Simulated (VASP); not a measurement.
Te3Rh:

```
Te Rh
1.0
     4.77674    0.00000    0.00000
     0.00000    4.77674    0.00000
     0.00000    0.00000    4.77674
Te Rh
3 1
Cartesian
  0.0000 2.3884 2.3884
  2.3884 0.0000 2.3884
  2.3884 2.3884 0.0000
  0.0000 0.0000 0.0000
```

* Program: VASP 6.6.1
* Task: relaxation of cell and atoms
* Functional: PBE
* Potentials or basis: VASP PAW PBE potentials, release 64 (Te, Rh_pv)
* Cutoff: 600 eV
* k mesh: 4 × 4 × 4
* Occupations: gaussian, width 0.1 eV
* Spin: no spin polarisation

At the start: pressure -6.5 GPa; volume 27.25 Å³/atom.

Task: How do energy, volume and symmetry change on relaxing?

Result: Over 3 steps the energy falls by 73.0 meV/atom and the volume is 24.10 Å³/atom (-11.6 %); space group Pm-3m (No. 221, to 0.05 Å).

Step by step:
```csv
step,energy change (eV),largest force (eV/Å),pressure (GPa),volume (Å³)
1,0.0000,0.0000,-6.53,108.99
2,-0.2503,0.0000,3.46,92.39
3,-0.2920,0.0000,0.03,96.39
```

Final structure:
```
Te Rh
1.0
     4.58510    0.00000    0.00000
     0.00000    4.58510    0.00000
     0.00000    0.00000    4.58510
Te Rh
3 1
Direct
  0.00000 0.50000 0.50000
  0.50000 0.00000 0.50000
  0.50000 0.50000 0.00000
  0.00000 0.00000 0.00000
```
